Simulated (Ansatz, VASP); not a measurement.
# Au: VASP beside Ansatz

```xyz
1
Lattice="-1.6573 1.6573 1.6573 1.6573 -1.6573 1.6573 1.6573 1.6573 -1.6573" Properties=species:S:1:pos:R:3 pbc="T T T"
Au    0.0000    0.0000    0.0000
```

Alike in both runs: task relaxation of cell and atoms; functional B3LYP; k mesh 6 × 6 × 6; occupations fermi-dirac, width 0.05 eV; no spin polarisation.

|  | VASP | Ansatz |
| --- | --- | --- |
| version | VASP 6.6.1 | Ansatz 0.2.0 |
| potentials or method | VASP PAW PBE potentials, release 64 (Au) | Ansatz PAW |
| plane-wave cutoff (eV) | 600 | 420 |
| valence electrons in the cell | 11 | 19 |

Ansatz gave:

```
gap on the k mesh at the Fermi level, each at its own relaxed structure (eV) : none
relaxed volume (Å³/atom)                                                     : 18.87
relaxed length of the cell vector where the two differ most in proportion (Å)              : 2.905
```

Problem. Which values does VASP return?

Solution. gap on the k mesh at the Fermi level, each at its own relaxed structure (eV): none; relaxed volume (Å³/atom): 18.96; relaxed length of the cell vector where the two differ most in proportion (Å): 2.909.

VASP's potentials were made for PBE, not for B3LYP. A gap of «none» marks a metal or a gap that the smearing closes. VASP's potentials hold 11 valence electrons a cell and Ansatz's 19, so a difference there can come from the potentials and not from the codes.

The k mesh is coarse, so the values compare programs but aren't converged. Spin-orbit coupling is off throughout. Noted on Ansatz's run: the plane-wave basis is chosen anew once the cell has moved, so the energies of steps on either side of that aren't comparable.
